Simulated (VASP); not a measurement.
# Ti: single point with PBE

Crystal: Ti.

```xyz
1
Lattice="0.0000 2.0590 2.0590 2.0590 0.0000 2.0590 2.0590 2.0590 0.0000" Properties=species:S:1:pos:R:3 pbc="T T T"
Ti    0.0000    0.0000    0.0000
```

* Program: VASP 6.6.1
* Task: single point
* Functional: PBE
* Potentials or basis: VASP PAW PBE potentials, release 64 (Ti_sv)
* Cutoff: 520 eV
* k mesh: 8 × 8 × 8
* Occupations: gaussian, width 0.05 eV
* Spin: no spin polarisation
* Dipole correction: no
* Further INCAR settings: ALGO = Fast; EDIFF = 1e-07; NBANDS = 12

```json
{
 "Pressure": "-0.8 GPa",
 "Band gap on the k mesh": "zero (band 6 reaches 9.03 eV, above the bottom of band 7 at 7.78 eV)"
}
```

Levels at points of the mesh, in eV from the Fermi level:
```tsv
k point	band 4	band 5	band 6	band 7	band 8	band 9
(0.00, 0.00, 0.00)	-32.66	-6.14	0.80	0.80	0.80	2.42
(0.50, 0.00, 0.00)	-32.74	-2.64	0.57	0.69	0.69	3.48
(0.50, 0.50, 0.00)	-32.89	-2.61	-1.76	2.76	3.47	3.75
```

Wall time 10 s on 1 thread of Intel Xeon 6455B, on a shared host, peak memory 0.14 GiB.
